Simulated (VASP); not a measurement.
# SiC3 (P4/mmm) in VASP: a series of runs, part 2 of 2

VASP 6.6.1.

### 3 Relaxation of cell and atoms, PBE

This run uses another cell than the first one, of 9.93 Å³/atom.

INCAR reads:

```
SYSTEM = SiC3
PREC     = Accurate       ! precision mode
ENCUT    = 600            ! plane-wave cutoff, eV
EDIFF    = 1E-6           ! SCF threshold, eV
ISMEAR   = 0              ! smearing method
SIGMA    = 0.1            ! smearing width, eV
LREAL    = .False.        ! projectors in reciprocal space
LASPH    = .True.         ! aspherical terms in the spheres
NELM     = 100            ! most SCF steps
ALGO     = Normal         ! electronic algorithm
ISIF     = 3              ! what is computed and relaxed
LWAVE    = .False.        ! write WAVECAR
LCHARG   = .False.        ! write CHGCAR
GGA      = PE             ! functional
IBRION   = 2              ! ionic algorithm
NSW      = 90             ! ionic steps
EDIFFG   = -0.04          ! ionic threshold
```

KPOINTS reads:

```
Automatic mesh
0
Gamma
  6 6 6
  0 0 0
```

POSCAR reads:

```
SiC3
1.0
    3.4229902508      0.0000000000      0.0000000000
    0.0000000000      3.4229902508      0.0000000000
    0.0000000000      0.0000000000      3.3892708495
Si C
1 3
Direct
    0.0000000000      0.0000000000      0.0000000000
    0.5000000000      0.5000000000      0.2128154857
    0.0000000000      0.0000000000      0.5000000000
    0.5000000000      0.5000000000      0.7871845143
```

Potentials or basis: VASP PAW PBE potentials, release 64 (Si, C).

Command:

```console
$ cat potpaw_PBE.64/Si/POTCAR potpaw_PBE.64/C/POTCAR > POTCAR
$ mpirun -np 1 vasp_std > vasp.out
```

OUTCAR:

```text
SYSTEM = SiC3
   PREC = Accurate
   ENCUT = 600
   EDIFF = 1E-6
   ISMEAR = 0
   LREAL = .False.
   LASPH = .True.
   NELM = 100
   ISIF = 3
   GGA = PE
   IBRION = 2
   NSW = 90
   EDIFFG = -0.04

 ion  position               nearest neighbor table
   1  0.000  0.000  0.000-   3 1.69   3 1.69   4 2.53   2 2.53   2 2.53   4 2.53   2 2.53   4 2.53
                             2 2.53   4 2.53
   2  0.500  0.500  0.213-   4 1.44   4 1.95   1 2.53   1 2.53   1 2.53   1 2.53
   3  0.000  0.000  0.500-   1 1.69   1 1.69
   4  0.500  0.500  0.787-   2 1.44   2 1.95   1 2.53   1 2.53   1 2.53   1 2.53

  LATTYP: Found a simple tetragonal cell.
 ALAT       =     3.4229902508
 C/A-ratio  =     0.9901491390

  Lattice vectors:

 A1 = (   3.4229902508,   0.0000000000,   0.0000000000)
 A2 = (   0.0000000000,   3.4229902508,   0.0000000000)
[... 387 lines left out ...]
 cond. band min:       5.5752927943   @ k =   0.1667   0.0000   0.1667
 fundamental gap:      0.0358249923
 Fermi energy:         5.5427980809

 k-point     1 :       0.0000    0.0000    0.0000
  band No.  band energies     occupation
      1     -10.6919      2.00000
      2      -5.8461      2.00000
      3      -0.2581      2.00000
      4       0.4941      2.00000
      5       0.4941      2.00000
      6       0.6623      2.00000
      7       4.5311      2.00000
      8       6.3768      0.00000
      9       6.4380      0.00000
     10       6.4380      0.00000
     11       9.6895      0.00000
     12      10.3240      0.00000
[... 331 lines left out ...]
 k-point    24 :       0.5000    0.0000    0.3333
  band No.  band energies     occupation
      1      -9.1669      2.00000
      2      -6.4083      2.00000
      3      -2.9716      2.00000
      4      -2.5695      2.00000
      5       2.6186      2.00000
      6       3.0250      2.00000
      7       4.4046      2.00000
      8       4.7352      2.00000
      9       6.4435      0.00000
     10       8.2630      0.00000
     11       8.6265      0.00000
     12       9.2625      0.00000

 [... further k-points ...]
[... 5 lines left out ...]
  --------------------------------------------------------------------------------------
  -------------------------------------------------------------------------------------
  Total        0.1259654      0.1259654     -0.0562636      0.0000000      0.0000000      0.0000000
  in kB        4.6751175      4.6751175     -2.0881826      0.0000000      0.0000000      0.0000000
  external PRESSURE =       2.4206841 kB  Pullay stress =       0.0000000 kB
[... 19 lines left out ...]
  FREE ENERGIE OF THE ION-ELECTRON SYSTEM (eV)
  ---------------------------------------------------
  free  energy   TOTEN  =       -23.2180823311 eV

  energy  without entropy=      -23.2101349992  energy(sigma->0) =      -23.21410867

 reached required accuracy - stopping structural energy minimisation
```

OSZICAR:

```text
N       E                     dE             d eps       ncg     rms          rms(c)
DAV:   1     0.423865932530E+02    0.42387E+02   -0.83313E+03   960   0.133E+03
DAV:   2    -0.216127034929E+02   -0.63999E+02   -0.58407E+02  1284   0.200E+02
DAV:   3    -0.252377934424E+02   -0.36251E+01   -0.35033E+01  1244   0.458E+01
[... 115 lines left out ...]
DAV:   2    -0.232181404230E+02    0.26062E-03   -0.85669E-04  1372   0.267E-01    0.575E-02
DAV:   3    -0.232180980465E+02    0.42377E-04   -0.13936E-04  1132   0.959E-02    0.314E-02
DAV:   4    -0.232180842937E+02    0.13753E-04   -0.33021E-05  1040   0.444E-02    0.767E-03
DAV:   5    -0.232180826763E+02    0.16174E-05   -0.41334E-06  1016   0.144E-02    0.359E-03
DAV:   6    -0.232180823311E+02    0.34524E-06   -0.38362E-07   480   0.528E-03
  14 F= -.23218082E+02 E0= -.23214109E+02  d E =-.148816E-02
```

CONTCAR:

```text
SiC3
   1.00000000000000
     3.5593542238658453   -0.0000000000000000    0.0000000000000000
    -0.0000000000000000    3.5593542238658453    0.0000000000000000
    -0.0000000000000000   -0.0000000000000000    3.4074293893144718
  Si              C
     1     3
Direct
     0.0000000000000000    0.0000000000000000    1.0000000000000000
     0.5000000000000000    0.5000000000000000    0.1990214927316707
     0.0000000000000000    0.0000000000000000    0.5000000000000000
     0.5000000000000000    0.5000000000000000    0.8009785072683294

  0.00000000E+00  0.00000000E+00  0.00000000E+00
  0.00000000E+00  0.00000000E+00  0.00000000E+00
  0.00000000E+00  0.00000000E+00  0.00000000E+00
  0.00000000E+00  0.00000000E+00  0.00000000E+00
```

It took 2.6 min on 1 thread of Intel Xeon 8259CL, shared host; peak memory 0.16 GiB.

What came out:

```
Free energy                           : -23.2181 eV
Relaxed volume                        : 10.79 Å³/atom
Relaxed cell                          : a = 3.559 Å, b = 3.559 Å, c = 3.407 Å, α = 90.00°, β = 90.00°, γ = 90.00°
Space group after relaxing (to 0.1 Å) : P4/mmm (No. 123)
Energy gained by relaxing             : 27.1 meV/atom
Ionic steps                           : 14
Pressure after relaxing               : 0.2 GPa
Largest force after relaxing          : 0.037 eV/Å
Band gap on the k mesh                : zero (bands 8 and 9 overlap by 2.83 eV)
```

Forces in eV/Å, atoms in the order of the input:
```
Si   0.000  0.000  0.000
C    0.000  0.000  0.037
C    0.000  0.000  0.000
C    0.000  0.000 -0.037
```

Step by step:
```csv
step,energy change (eV),largest force (eV/Å),pressure (GPa),volume (Å³)
1,0.0000,1.4992,0.99,39.71
2,0.0553,3.1948,13.58,40.07
3,-0.0576,0.0179,5.93,39.88
4,-0.0771,0.2892,-1.05,41.95
5,-0.0846,0.1872,1.16,41.21
6,-0.0908,0.2128,-0.15,41.66
7,-0.0919,0.4384,-0.87,41.93
8,-0.0939,0.4307,-0.71,42.01
9,-0.0992,0.4108,-0.24,42.27
10,-0.1037,0.4093,0.52,42.78
11,-0.1056,0.2645,0.80,42.81
12,-0.1071,0.0613,1.41,42.87
13,-0.1081,0.0522,0.92,42.99
14,-0.1086,0.0373,0.24,43.17
```

Final structure:
```
Si C
1.0
     3.55935    0.00000    0.00000
     0.00000    3.55935    0.00000
     0.00000    0.00000    3.40743
Si C
1 3
Direct
  0.00000 0.00000 0.00000
  0.50000 0.50000 0.19902
  0.00000 0.00000 0.50000
  0.50000 0.50000 0.80098
```

Levels at points of the mesh, in eV from the Fermi level:
```csv
k point,band 6,band 7,band 8,band 9,band 10,band 11
"(0.00, 0.00, 0.00)",-4.88,-1.01,0.83,0.90,0.90,4.15
"(0.50, 0.00, 0.00)",-3.61,-2.10,-1.81,-1.46,2.79,4.94
"(0.50, 0.50, 0.00)",-4.87,-1.60,1.37,1.37,1.69,3.48
"(0.00, 0.00, 0.50)",-3.41,-1.26,-1.26,2.50,4.46,4.46
"(0.50, 0.00, 0.50)",-2.11,-0.18,-0.02,0.06,2.05,2.39
"(0.50, 0.50, 0.50)",-5.46,-3.19,-3.19,2.68,5.08,5.08
```
